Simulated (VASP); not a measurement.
Here is a VASP 6.6.1 calculation.

POSCAR

```
Cd
1.0
   -1.7843220000      1.7843220000      1.7843220000
    1.7843220000     -1.7843220000      1.7843220000
    1.7843220000      1.7843220000     -1.7843220000
Cd
1
Direct
    0.0000000000      0.0000000000      0.0000000000
```

The input INCAR.step1:

```
SYSTEM = Cd
  PREC = Accurate
  ENCUT = 520
  ISMEAR = 0
  SIGMA = 0.1
  LREAL = .False.
  LASPH = .True.
  NELM = 60
  NBANDS = 12
  GGA = PE
  ALGO = Normal
  EDIFF = 1E-4
  LWAVE = .True.
  LCHARG = .False.
```

Contents of INCAR.step2:

```
SYSTEM = Cd
  PREC = Accurate
  ENCUT = 520
  EDIFF = 1E-6
  ISMEAR = 0
  SIGMA = 0.1
  LREAL = .False.
  LASPH = .True.
  NELM = 60
  ALGO = Normal
  ISIF = 2
  LWAVE = .False.
  LCHARG = .True.
  METAGGA = R2SCAN
  LMIXTAU = .True.
  LELF = .True.
  LVHAR = .True.
  NBANDS = 12
  ISTART = 1
```

File KPOINTS:

```
Automatic mesh
0
Gamma
  8 8 8
  0 0 0
```

Potentials or basis: VASP PAW PBE potentials, release 64 (Cd).

Launch:

```bash
$ cat potpaw_PBE.64/Cd/POTCAR > POTCAR
$ cp INCAR.step1 INCAR
$ mpirun -np 1 vasp_std > vasp.out
$ cp INCAR.step2 INCAR
$ mpirun -np 1 vasp_std > vasp.out
```

Problem. Predict the pressure.

Solution. -1.6 GPa.

Problem. Estimate the band gap on the k mesh.

Solution. Zero (band 6 reaches 6.19 eV, above the bottom of band 7 at 1.63 eV).

Caveat: the PAW data sets were made with another functional, which shifts forces and pressure a little.
